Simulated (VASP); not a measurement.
AgBr, 2 atoms in the cell. Symmetry: Fm-3m, No. 225, cubic system. Conventional cell: a = 5.618 Å, b = 5.618 Å, c = 5.618 Å, α = 90.00°, β = 90.00°, γ = 90.00°. Within 3.7 Å of Ag (site symmetry m-3m) lie 6 Br at 2.81 Å. Br (site symmetry m-3m) has 6 Ag at 2.81 Å within 3.7 Å.  This cell differs from its parent crystal: volume scaled by 0.970.

- Program: VASP 6.6.1
- Task: vibrations by perturbation theory
- Functional: PBEsol
- Potentials or basis: VASP PAW PBE potentials, release 64 (Ag, Br)
- Cutoff: 500 eV
- k mesh: 8 × 8 × 8
- Occupations: gaussian, width 0.01 eV
- Spin: no spin polarisation
- Dipole correction: no
- Further INCAR settings: ALGO = Normal; EDIFF = 1e-08; IBRION = 8; NSW = 1

Potentials or basis: VASP PAW PBE potentials, release 64 (Ag, Br).

The run is started by

```sh
$ cat potpaw_PBE.64/Ag/POTCAR potpaw_PBE.64/Br/POTCAR > POTCAR
$ mpirun -np 1 vasp_std > vasp.out
```

Hardware: 1 thread of Intel(R) Xeon(R) 6975P-C (Granite Rapids), with other jobs on the host.

**Question.** How long does it take, and how much memory?

**Answer.** Run time: 83 s on 1 thread of Intel(R) Xeon(R) 6975P-C (Granite Rapids) (shared host), peak memory 0.25 GiB. Counts: scf iterations 41, k points 29.
